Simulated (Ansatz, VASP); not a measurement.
## ZnSe in VASP and in Ansatz

Contents of INCAR:

```
SYSTEM = ZnSe
PREC = Accurate
ENCUT = 500
EDIFF = 1E-6
ISMEAR = 0
SIGMA = 0.02
LREAL = .False.
LASPH = .True.
NELM = 120
ALGO = Normal
ISIF = 2
LWAVE = .False.
LCHARG = .False.
GGA = PE
NBANDS = 26
GGA_COMPAT = .False.
```

The input KPOINTS:

```
Automatic mesh
0
Gamma
  8 6 8
  0 0 0
```

POSCAR

```
ZnSe
1.0
    4.0538031518      0.0000000000      0.0000000000
    0.0000000000      5.7329434176      0.0000000000
    0.0000000000      0.0000000000      4.0538031518
Zn Se
2 2
Direct
    0.0000000000      0.0000000000      0.0000000000
    0.5000000000      0.5000000000      0.5000000000
    0.5000000000      0.2500000000      0.0000000000
    0.0000000000      0.7500000000      0.5000000000
```

Input for Ansatz:

```yaml
crystal:
  lattice:
    - [4.0538031518, 0.0, 0.0]
    - [0.0, 5.7329434176, 0.0]
    - [0.0, 0.0, 4.0538031518]
  atoms:
    - { symbol: Zn, position: [0.0, 0.0, 0.0] }
    - { symbol: Se, position: [0.5, 0.25, 0.0] }
    - { symbol: Zn, position: [0.5, 0.5, 0.5] }
    - { symbol: Se, position: [0.0, 0.75, 0.5] }
basis:
  ecutwfc: 420
kpoints:
  mp_grid: { grid: [8, 6, 8] }
  band_path:
    path:
      - [[0.0, 0.0, 0.0], [0.0, 1.0, 0.0], [0.25, 1.0, 0.0]]
      - [[0.375, 0.75, -0.375], [0.0, 0.0, 0.0], [0.5, 0.5, 0.0], [0.25, 1.0, -0.25], [0.0, 1.0, 0.0]]
    npoints: 10
hamiltonian:
  xc: pbe
  pseudopotentials: { kind: paw, azcp: { folder: soft_1 } }
scf:
  occupations: { method: gaussian, width: 0.02 }
  n_extra_bands: 8
output:
  forces: true
  stress: true
  eigenvalues: true
```

Alike in both runs: task single point; functional PBE; k mesh 8 × 6 × 8; occupations gaussian, width 0.02 eV; no spin polarisation.

```csv
,VASP,Ansatz
version,VASP 6.6.1,Ansatz 0.2.0
potentials or method,"VASP PAW PBE potentials, release 64 (Zn, Se), cutoff 500 eV","scalar-relativistic, plane waves, PAW"
valence electrons in the cell,36,56
```

VASP gave:

| Property | Result |
| --- | --- |
| gap on the k mesh at the Fermi level (eV) | 1.15 |
| least direct gap on the mesh (eV) | 1.15 |
| pressure (GPa) | 0.2 |

Problem. Estimate Ansatz's values.

Solution. gap on the k mesh at the Fermi level (eV): 1.15; least direct gap on the mesh (eV): 1.15; pressure (GPa): 0.0.

The functional is the same, so the differences come from potentials, cutoffs and numerics. VASP's potentials hold 36 valence electrons a cell and Ansatz's 56, so a difference there can come from the potentials and not from the codes.
